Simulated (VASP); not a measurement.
# SnO (P1) in VASP: notebook, part 2 of 4

VASP 6.6.1. Earlier steps stand in the parts before.

## Step 3: Single point, PBEsol (all Sn atoms moved +0.438 Å, as atom 1 along Cartesian [1 1 1])

Input file INCAR:

```
  PREC = Accurate
  ENCUT = 520
  EDIFF = 1E-7
  ISMEAR = 0
  SIGMA = 0.05
  LREAL = False
  LASPH = True
  NELM = 100
  ALGO = Normal
  ISIF = 2
  LWAVE = False
  LCHARG = False
  GGA = PS
  NBANDS = 28
```

Input file KPOINTS:

```
Automatic mesh
0
Gamma
  8 6 6
```

Input file POSCAR:

```
SnO
1.0
    3.3550050000      0.0000000000      0.0000000000
    0.0000000000      5.6741040000      0.0000000000
    0.0000000000      0.0000000000      4.2219700000
Sn O
2 2
Direct
    0.0752877396      0.2764254105      0.5729716972
    0.5752877396      0.8126074105      0.0729716972
    0.0000000000      0.8912500000      0.7368570000
    0.5000000000      0.1087500000      0.2368570000
```

Potentials or basis: VASP PAW PBE potentials, release 64 (Sn_d, O).

Command:

```bash
$ cat potpaw_PBE.64/Sn_d/POTCAR potpaw_PBE.64/O/POTCAR > POTCAR
$ mpirun -np 1 vasp_std > vasp.out
```

OUTCAR:

```text
PREC = Accurate
   ENCUT = 520
   EDIFF = 1E-7
   ISMEAR = 0
   LREAL = False
   LASPH = True
   NELM = 100
   ISIF = 2
   GGA = PS

 ion  position               nearest neighbor table
   1  0.075  0.276  0.573-   4 2.22   3 2.31   4 2.58
   2  0.575  0.813  0.073-   4 1.83   3 2.06   3 2.44
   3  0.000  0.891  0.737-   2 2.06   1 2.31   2 2.44
   4  0.500  0.109  0.237-   2 1.83   1 2.22   1 2.58

  LATTYP: Found a simple orthorhombic cell.
 ALAT       =     3.3550050000
 B/A-ratio  =     1.2584094510
 C/A-ratio  =     1.6912356315

  Lattice vectors:

 A1 = (  -3.3550050000,   0.0000000000,   0.0000000000)
 A2 = (   0.0000000000,   0.0000000000,   4.2219700000)
 A3 = (   0.0000000000,   5.6741040000,   0.0000000000)

Analysis of symmetry for initial positions (statically):
=====================================================================
 Subroutine PRICEL returns:
 Original cell was already a primitive cell.

 Routine SETGRP: Setting up the symmetry group for a
 simple orthorhombic supercell.

 Subroutine GETGRP returns: Found  1 space group operations
 (whereof  1 operations were pure point group operations)
 out of a pool of  8 trial point group operations.

The static configuration has the point symmetry C_1 .

Analysis of symmetry for dynamics (positions and initial velocities):
=====================================================================
 Subroutine PRICEL returns:
 Original cell was already a primitive cell.

 Routine SETGRP: Setting up the symmetry group for a
 simple orthorhombic supercell.

 Subroutine GETGRP returns: Found  1 space group operations
 (whereof  1 operations were pure point group operations)
 out of a pool of  8 trial point group operations.

The dynamic configuration has the point symmetry C_1 .

 Subroutine INISYM returns: Found  1 space group operations
 (whereof  1 operations are pure point group operations),
 and found     1 'primitive' translations
[... 116 lines left out ...]
   IALGO  =     38    algorithm
   IMIX   =      4    mixing-type and parameters
     AMIX     =   0.40;   BMIX     =  1.00
     AMIX_MAG =   1.60;   BMIX_MAG =  1.00
  volume/ion in A,a.u.               =      20.09       135.59
  Fermi-wavevector in a.u.,A,eV,Ry     =   1.297357  2.451650 22.900458  1.683136
  Thomas-Fermi vector in A             =   2.428755
   LORBIT       =      0    0 simple, 1 ext, 2 COOP (PROOUT), +10 PAW based schemes
   GGA     = PS    functional components
   LHFCALC =     F    Hartree Fock is set to
   AEXX    =    0.0000 exact exchange contribution
   IVDW    =     0    specifies the selected vdW correction
   LEPSILON=     F    determine dielectric tensor
   LRPA    =     F    only Hartree local field effects (RPA)
 non-spin polarized calculation
 Gauss-broadening in eV      SIGMA  =   0.05
  energy-cutoff  :      520.00
  volume of cell :       80.37
 maximum number of plane-waves:      2178
 NGX is ok and might be reduce to    28
   NGX = 13   NGY = 21   NGZ = 15

 number of electron      40.0000001 magnetization

 Free energy of the ion-electron system (eV)
  ---------------------------------------------------
  ext. energy  EPLUGINS =         0.00000000
  ---------------------------------------------------
  free energy    TOTEN  =       -22.61179793 eV

  energy without entropy =      -22.61179793  energy(sigma->0) =      -22.61179793

 E-fermi :   4.9306     XC(G=0):  -9.8091

 val. band max:        4.7079653367   @ k =   0.5000   0.5000   0.5000
 cond. band min:       5.2657021755   @ k =   0.5000   0.3333   0.3333
 fundamental gap:      0.5577368388
 Fermi energy:         4.9305951588

 k-point     1 :       0.0000    0.0000    0.0000
  band No.  band energies     occupation
      1     -16.7434      2.00000
      2     -16.6588      2.00000
      3     -16.5861      2.00000
      4     -16.5006      2.00000
      5     -16.4632      2.00000
      6     -16.3534      2.00000
[... 733 lines left out ...]
     27      14.1837      0.00000
     28      14.7320      0.00000

 [... further k-points ...]

------------------------ aborting loop because EDIFF is reached ----------------------------------------

  FORCE on cell =-STRESS in cart. coord.  units (eV):
  Direction    XX          YY          ZZ          XY          YZ          ZX
  --------------------------------------------------------------------------------------
  -------------------------------------------------------------------------------------
  Total       -2.1168458      2.9765811     -2.1802556     -0.7962139      2.4765890     -1.2106881
  in kB      -42.1982265     59.3366049    -43.4622676    -15.8721121     49.3695207    -24.1344414
  external PRESSURE =      -8.7746298 kB  Pullay stress =       0.0000000 kB

 VOLUME and BASIS-vectors are now :
 -----------------------------------------------------------------------------
  energy-cutoff  :      520.00
  volume of cell :       80.37
      direct lattice vectors                 reciprocal lattice vectors
     3.355005000  0.000000000  0.000000000     0.298062149  0.000000000  0.000000000
     0.000000000  5.674104000  0.000000000     0.000000000  0.176239279  0.000000000
     0.000000000  0.000000000  4.221970000     0.000000000  0.000000000  0.236856254

 POSITION                                       TOTAL-FORCE (eV/Angst)
 -----------------------------------------------------------------------------------
      0.25259      1.56847      2.41907        -0.124647     -1.909650     -0.692297
      1.93009      4.61082      0.30808        -0.212580     -4.520988     -1.816890
      0.00000      5.05705      3.11099         0.816065      1.194262      0.169722
      1.67750      0.61706      1.00000        -0.478838      5.236375      2.339464
 -----------------------------------------------------------------------------------
    total drift:                               -0.000806     -0.000872      0.000180

  FREE ENERGIE OF THE ION-ELECTRON SYSTEM (eV)
  ---------------------------------------------------
  free  energy   TOTEN  =       -22.6117979327 eV

  energy  without entropy=      -22.6117979327  energy(sigma->0) =      -22.61179793
```

stdout:

```text
POSCAR found type information on POSCAR SnO
 POSCAR found :  2 types and       4 ions
 scaLAPACK will be used
 -----------------------------------------------------------------------------
|                                                                             |
|                                                                             |
|     You enforced a specific xc type in the INCAR file but a different       |
|     I HOPE YOU KNOW WHAT YOU ARE DOING!                                     |
|                                                                             |
 -----------------------------------------------------------------------------

 LDA part: xc-table for (Slater+PW92), standard interpolation
 POSCAR, INCAR and KPOINTS ok, starting setup
 FFT: planning ... GRIDC
 FFT: planning ... GRID_SOFT
 FFT: planning ... GRID
 WAVECAR not read
 entering main loop
```

Run time: 2.4 min. Hardware: 1 thread of Intel Xeon 6975P-C (Granite Rapids), shared host; peak memory 0.38 GiB.

Results:

```
Free energy            : -22.6118 eV
Pressure               : -0.9 GPa
Largest force          : 5.755 eV/Å
Band gap on the k mesh : 0.56 eV (least direct gap 0.68 eV)
```

Forces in eV/Å, atoms in the order of the input:
```
Sn  -0.125 -1.910 -0.692
Sn  -0.213 -4.521 -1.817
O    0.816  1.194  0.170
O   -0.479  5.236  2.339
```

Stress tensor (GPa, compression positive):
```
-4.22 -1.59 -2.41
-1.59  5.93  4.94
-2.41  4.94 -4.35
```

Levels at points of the mesh, in eV from the valence-band top:
| k point | band 16 | band 17 | band 18 | band 19 | band 20 | band 21 | band 22 | band 23 | band 24 | band 25 |
| --- | --- | --- | --- | --- | --- | --- | --- | --- | --- | --- |
| (0.00, 0.00, 0.00) | -3.76 | -3.27 | -2.17 | -1.78 | -0.22 | 2.59 | 3.23 | 5.41 | 6.11 | 7.26 |
| (0.50, 0.00, 0.00) | -3.70 | -2.88 | -2.37 | -2.11 | -0.72 | 1.19 | 2.38 | 4.57 | 5.53 | 6.41 |
| (0.00, 0.50, 0.00) | -3.75 | -3.24 | -1.93 | -1.59 | -1.39 | 2.81 | 3.71 | 4.80 | 5.53 | 6.38 |
| (0.50, 0.50, 0.00) | -3.72 | -2.92 | -2.45 | -1.50 | -0.61 | 0.98 | 1.95 | 4.78 | 5.27 | 6.57 |
| (0.00, 0.00, 0.50) | -3.38 | -2.88 | -2.33 | -2.18 | -1.10 | 2.34 | 3.09 | 4.62 | 5.97 | 6.77 |
| (0.50, 0.00, 0.50) | -3.78 | -3.34 | -2.78 | -1.80 | -0.59 | 0.99 | 2.15 | 3.68 | 4.98 | 6.14 |
| (0.00, 0.50, 0.50) | -2.96 | -2.66 | -2.32 | -2.11 | -0.85 | 1.42 | 2.12 | 5.36 | 6.53 | 7.61 |
| (0.50, 0.50, 0.50) | -4.09 | -3.54 | -2.96 | -0.92 | 0.00 | 0.94 | 2.06 | 3.83 | 5.12 | 5.25 |

Caveat: the cell differs from its parent crystal (all Sn atoms moved +0.438 Å, as atom 1 along Cartesian [1 1 1]); the PAW data sets were made with another functional, which shifts forces and pressure a little; spin-orbit coupling is left out, which moves the levels of the heavy elements.

(Continued in part 3 of 4.)
